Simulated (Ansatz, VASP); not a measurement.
**Two plane-wave programs on Ta2N**

```
Ta N
1.0
     5.29657    0.00000    0.00000
    -2.64829    4.58697    0.00000
     0.00000    0.00000    4.93918
Ta N
6 3
Direct
  0.66636 0.66636 0.75362
  0.00000 0.33364 0.75362
  0.33364 0.00000 0.75362
  0.33364 0.33364 0.24638
  0.00000 0.66636 0.24638
  0.66636 0.00000 0.24638
  0.66667 0.33333 0.50000
  0.33333 0.66667 0.50000
  0.00000 0.00000 0.00000
```

Alike in both runs: task single point; functional PBEsol; k mesh 12 × 12 × 8; occupations gaussian, width 0.1 eV; no spin polarisation.

```csv
,VASP,Ansatz
version,VASP 6.6.1,Ansatz 0.2.0
potentials or method,"VASP PAW PBE potentials, release 64 (Ta_pv, N), cutoff 520 eV","scalar-relativistic, plane waves, PAW"
valence electrons in the cell,81,93
```

|  | VASP | Ansatz | Ansatz less VASP |
| --- | --- | --- | --- |
| gap on the k mesh at the Fermi level (eV) | none | none | - |
| pressure (GPa) | -4.8 | -5.3 | -0.52 |
| traceless stress, the component that is largest in VASP (GPa) | 0.09 | 0.11 | +0.022 |
| rms of the force components (eV/Å) | 0.057 | 0.065 | +0.0075 |

VASP's potentials were made for PBE, not for PBEsol. Atom by atom the forces differ by 0.008 eV/Å (rms over components). A gap of «none» marks a metal or a gap that the smearing closes. The functional is the same, so the differences come from potentials, cutoffs and numerics. VASP's potentials hold 81 valence electrons a cell and Ansatz's 93, so a difference there can come from the potentials and not from the codes.

Spin-orbit coupling is off throughout.
